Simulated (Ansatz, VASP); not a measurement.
## YHg in VASP and in Ansatz

```
Y Hg
1.0
     3.70638    0.00000    0.00000
     0.00000    3.70638    0.00000
     0.00000    0.00000    3.70638
Y Hg
1 1
Direct
  0.50000 0.50000 0.50000
  0.00000 0.00000 0.00000
```

Change from the starting cell: volume scaled by 1.02.

Alike in both runs: task single point; functional LDA; k mesh 11 × 11 × 11; occupations fermi-dirac, width 0.08 eV; no spin polarisation.

|  | VASP | Ansatz |
| --- | --- | --- |
| version | VASP 6.6.1 | Ansatz 0.2.0 |
| potentials or method | VASP PAW LDA potentials, release 64 (Y_sv, Hg), cutoff 520 eV | all-electron LAPW, scalar-relativistic |

```tsv
	VASP	Ansatz	Ansatz less VASP
pressure (GPa)	-4.5	-4.7	-0.17
```

LDA's correlation is that of Perdew and Zunger in VASP and of Perdew and Wang (1992) in Ansatz. Ansatz ran all-electron here, and VASP with PAW potentials.

Neither program's run includes spin-orbit coupling.
